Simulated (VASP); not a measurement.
Set up this calculation in VASP 6.6.1, as the native input.

```yaml
Task: single point
Functional: PBE
Potentials_or_basis: VASP PAW PBE potentials, release 64 (Sr_sv, V_sv, O_h)
Cutoff: 910 eV
k_mesh: 5 × 5 × 5
Occupations: fermi-dirac, width 0.1 eV
Spin: collinear spin, ferromagnetic start
Starting_moments: "[0.0, 1.9, 0.0, 0.0, 0.0] μB"
Fixed_moment: 1.9 μB
Hubbard_terms: V d U = 6.2 eV
Dipole_correction: no
Further_INCAR_settings: ALGO = Normal; EDIFF = 1e-06; NBANDS = 32
```

The structure of SrVO3 lies in POSCAR:

```
SrVO3
1.0
    3.8425000000      0.0000000000      0.0000000000
    0.0000000000      3.8425000000      0.0000000000
    0.0000000000      0.0000000000      3.8425000000
Sr V O
1 1 3
Direct
    0.0000000000      0.0000000000      0.0000000000
    0.5000000000      0.5000000000      0.5000000000
    0.5000000000      0.0000000000      0.5000000000
    0.0000000000      0.5000000000      0.5000000000
    0.5000000000      0.5000000000      0.0000000000
```

One way to write it, as run:

INCAR

```
SYSTEM = SrVO3
  PREC = Accurate
  ENCUT = 910
  EDIFF = 1E-6
  ISMEAR = -1
  SIGMA = 0.1
  LREAL = .FALSE.
  LASPH = .TRUE.
  NELM = 200
  ALGO = Normal
  ISIF = 2
  LWAVE = .FALSE.
  LCHARG = .FALSE.
  ISPIN = 2
  MAGMOM = 0 1.9 0 0 0
  LORBIT = 11
  NUPDOWN = 1.9
  LMAXMIX = 4
  LDAU = .TRUE.
  LDAUTYPE = 2
  LDAUL = -1 2 -1
  LDAUU = 0 6.2 0
  LDAUJ = 0 0 0
  LDAUPRINT = 1
  GGA = PE
  NBANDS = 32
  GGA_COMPAT = .FALSE.
```

KPOINTS

```
Automatic mesh
0
G
  5 5 5
  0 0 0
```

Potentials or basis: VASP PAW PBE potentials, release 64 (Sr_sv, V_sv, O_h).

Command:

```sh
$ cat potpaw_PBE.64/Sr_sv/POTCAR potpaw_PBE.64/V_sv/POTCAR potpaw_PBE.64/O_h/POTCAR > POTCAR
$ mpirun -np 1 vasp_std > vasp.out
```

It gave:

The pressure is 17.5 GPa, the net moment is 1.90 μB per cell and the site moments are Sr -0.01; V +1.54; O +0.05 μB. The valence electrons inside the program's atomic spheres are Sr 8.03; V 11.54; O 3.39.

Caveat: the cutoff is under 1.25 times the usual one of these potentials, so pressure, stress and relaxed cells hold a basis-set (Pulay) error; the cell stands under pressure; the total moment is fixed, so each spin has its own Fermi level.

Wall time 44 s on 1 thread of AMD EPYC 9R45 96-Core Processor (Zen 5), with other jobs on the host, peak memory 0.29 GiB.
